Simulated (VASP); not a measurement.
# AgI: single point with HSE06

Crystal: AgI.

```
Ag I
1.0
    -2.32432    2.32432    3.29075
     2.32432   -2.32432    3.29075
     2.32432    2.32432   -3.29075
Ag I
1 1
Direct
  0.25000 0.75000 0.50000
  0.00000 0.00000 0.00000
```

| Property | Result |
| --- | --- |
| Program | VASP 6.6.1 |
| Task | single point |
| Functional | HSE06 |
| Potentials or basis | VASP PAW PBE potentials, release 64 (Ag, I) |
| Cutoff | 400 eV |
| k mesh | 4 × 4 × 4 |
| Occupations | methfessel-paxton, width 0.05 eV |
| Spin | no spin polarisation |

| Quantity | Value |
| --- | --- |
| Pressure | 0.4 GPa |
| Band gap on the k mesh | 2.48 eV |

Levels at points of the mesh, in eV from the valence-band top:
```tsv
k point	band 6	band 7	band 8	band 9	band 10	band 11	band 12	band 13
(0.00, 0.00, 0.00)	-3.58	0.00	0.00	0.00	2.48	6.99	6.99	6.99
(0.50, 0.00, 0.00)	-3.55	-3.44	-0.72	-0.71	3.95	7.43	7.44	8.32
(0.50, 0.50, 0.00)	-3.45	-2.82	-1.79	-1.79	4.69	5.03	9.66	10.96
(0.50, 0.50, 0.50)	-3.45	-2.82	-1.79	-1.79	4.69	5.03	9.65	10.96
```

Run time: 7.8 min on 1 thread of AMD EPYC 7R13 Processor (Zen 3), with other jobs on the host, peak memory 0.26 GiB.

Caveat: the PAW data sets were made with another functional, which shifts forces and pressure a little; spin-orbit coupling is left out, which moves the levels of the heavy elements.
